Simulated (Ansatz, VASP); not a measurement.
**BiBrF3: VASP beside Ansatz**

```
CELL_PARAMETERS angstrom
4.61390 0.00000 0.00000
0.00000 4.61390 0.00000
0.00000 0.00000 4.61390
ATOMIC_POSITIONS crystal
Bi 0.50000 0.50000 0.50000
Br 0.00000 0.00000 0.00000
F 0.50000 0.00000 0.00000
F 0.00000 0.50000 0.00000
F 0.00000 0.00000 0.50000
```

Change from the starting cell: species swapped into the Gd3TlC type (Pm-3m, No. 221).

Alike in both runs: functional PBE; k mesh 8 × 8 × 8; occupations gaussian, width 0.1 eV; no spin polarisation.

Ansatz relaxed the structure, and its values are those at the end. VASP's run is a single point on that final structure, the one shown.

|  | VASP | Ansatz |
| --- | --- | --- |
| version | VASP 6.6.1 | Ansatz 0.2.0 |
| potentials or method | VASP PAW PBE potentials, release 64 (Bi_d, Br, F), cutoff 520 eV | scalar-relativistic, plane waves, PAW |
| valence electrons in the cell | 43 | 43 |

VASP gave:

```
gap on the k mesh at the Fermi level (eV) : none
pressure (GPa)                            : -0.2
```

Question: Which values does Ansatz return?

Answer: gap on the k mesh at the Fermi level (eV): none; pressure (GPa): 0.0.

A gap of «none» marks a metal or a gap that the smearing closes. The functional is the same, so the differences come from potentials, cutoffs and numerics.

Neither program's run includes spin-orbit coupling.
